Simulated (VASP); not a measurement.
Wanted: the native input for a VASP 6.6.1 run.

```yaml
Task: single point
Functional: PBE
Potentials_or_basis: VASP PAW PBE potentials, release 64 (B, N)
Cutoff: 520 eV
k_mesh: 6 × 6 × 2
Occupations: gaussian, width 0.01 eV
Spin: no spin polarisation
Dipole_correction: no
Further_INCAR_settings: ALGO = Normal; EDIFF = 1e-07; NBANDS = 16
```

The structure of BN lies in POSCAR:

```
BN
1.0
    2.5005827272      0.0000000000      0.0000000000
   -1.2502913636      2.1655681660      0.0000000000
    0.0000000000      0.0000000000      6.5236380159
B N
2 2
Direct
    0.3333333333      0.6666666667      0.2500000000
    0.6666666667      0.3333333333      0.7500000000
    0.3333333333      0.6666666667      0.7500000000
    0.6666666667      0.3333333333      0.2500000000
```

The input as run:

INCAR

```
PREC     = Accurate       # precision mode
ENCUT    = 520            # plane-wave cutoff, eV
EDIFF    = 1E-7           # SCF threshold, eV
ISMEAR   = 0              # smearing method
SIGMA    = 0.01           # smearing width, eV
LREAL    = F              # projectors in reciprocal space
LASPH    = T              # aspherical terms in the spheres
NELM     = 80             # most SCF steps
ALGO     = Normal         # electronic algorithm
ISIF     = 2              # what is computed and relaxed
LWAVE    = F              # write WAVECAR
LCHARG   = F              # write CHGCAR
GGA      = PE             # functional
NBANDS   = 16             # bands
```

KPOINTS

```
Automatic mesh
0
Gamma
  6 6 2
```

Potentials or basis: VASP PAW PBE potentials, release 64 (B, N).

Run with:

```sh
$ cat potpaw_PBE.64/B/POTCAR potpaw_PBE.64/N/POTCAR > POTCAR
$ mpirun -np 1 vasp_std > vasp.out
```

Results of the run:

```yaml
Pressure: 4.7 GPa
Band_gap_on_the_k_mesh: 4.26 eV, indirect (least direct gap 4.65 eV)
```

Caveat: the k points lie up to 0.48 Å⁻¹ apart; this functional lacks dispersion, which binds the layers, so the pressure and a relaxed spacing across them are unreliable.

It took 14 s on 1 thread of Intel(R) Xeon(R) Platinum 8259CL CPU @ 2.50GHz (Skylake/Cascade Lake), on a shared host, peak memory 0.14 GiB.
